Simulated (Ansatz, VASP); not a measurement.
## SrTiO3 in VASP and in Ansatz

```
CELL_PARAMETERS angstrom
3.95639 0.00000 0.00000
0.00000 3.95639 0.00000
0.00000 0.00000 3.95639
ATOMIC_POSITIONS crystal
Sr 0.00000 0.00000 0.00000
Ti 0.50000 0.50000 0.50000
O 0.00000 0.50000 0.50000
O 0.50000 0.00000 0.50000
O 0.50000 0.50000 0.00000
```

Change from the starting cell: volume scaled by 1.04, ions relaxed.

Alike in both runs: functional PBE; k mesh 8 × 8 × 8; occupations fermi-dirac, width 0.02 eV; no spin polarisation.

Ansatz relaxed the structure, and its values are those at the end. VASP's run is a single point on that final structure, the one shown.

|  | VASP | Ansatz |
| --- | --- | --- |
| version | VASP 6.6.1 | Ansatz 0.2.0 |
| potentials or method | VASP PAW PBE potentials, release 64 (Sr_sv, Ti_sv, O) | plane-wave PAW, scalar-relativistic |
| plane-wave cutoff (eV) | 600 | 420 |
| valence electrons in the cell | 40 | 40 |

```csv
,VASP,Ansatz,Ansatz less VASP
gap on the k mesh at the Fermi level (eV),1.78,1.81,+0.029
pressure (GPa),-2.1,-2.5,-0.41
```

Ansatz's warnings: stress scf threshold loose.
